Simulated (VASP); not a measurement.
Crystal: CuO.

```
Cu O
1.0
     2.34185   -1.71130    0.00000
     2.34185    1.71130    0.00000
    -0.85003    0.00000    5.05787
Cu O
2 2
Direct
  0.00000 0.50000 0.00000
  0.50000 0.00000 0.50000
  0.58160 0.41840 0.25000
  0.41840 0.58160 0.75000
```

Base run:

- Program: VASP 6.6.1
- Functional: PBEsol
- Potentials or basis: VASP PAW PBE potentials, release 64 (Cu_sv_GW, O)
- Cutoff: 700 eV
- k mesh: 7 × 7 × 4
- Occupations: gaussian, width 0.05 eV
- Spin: no spin polarisation
- Hubbard terms: Cu d U = 3.0 eV

Its results: band gap on the k mesh zero (band 25 reaches 5.68 eV, above the bottom of band 26 at 4.95 eV); pressure -5.2 GPa; largest force 0.334 eV/Å.

The run is repeated on the same cell with these changes: potentials or basis from VASP PAW PBE potentials, release 64 (Cu_sv_GW, O) to VASP PAW PBE potentials, release 64 (Cu, O); cutoff from 700 eV to 520 eV; further incar settings from ALGO = Normal; EDIFF = 1e-06; NBANDS = 33 to ALGO = Normal; EDIFF = 1e-07; NBANDS = 25; valence electrons from 50 to 34. What comes out?

Band gap on the k mesh zero (band 17 reaches 5.55 eV, above the bottom of band 18 at 4.80 eV); pressure -4.4 GPa; largest force 0.338 eV/Å.

Caveats: the PAW data sets were made with another functional, which shifts forces and pressure a little; U without spin polarisation on a metal has little footing.
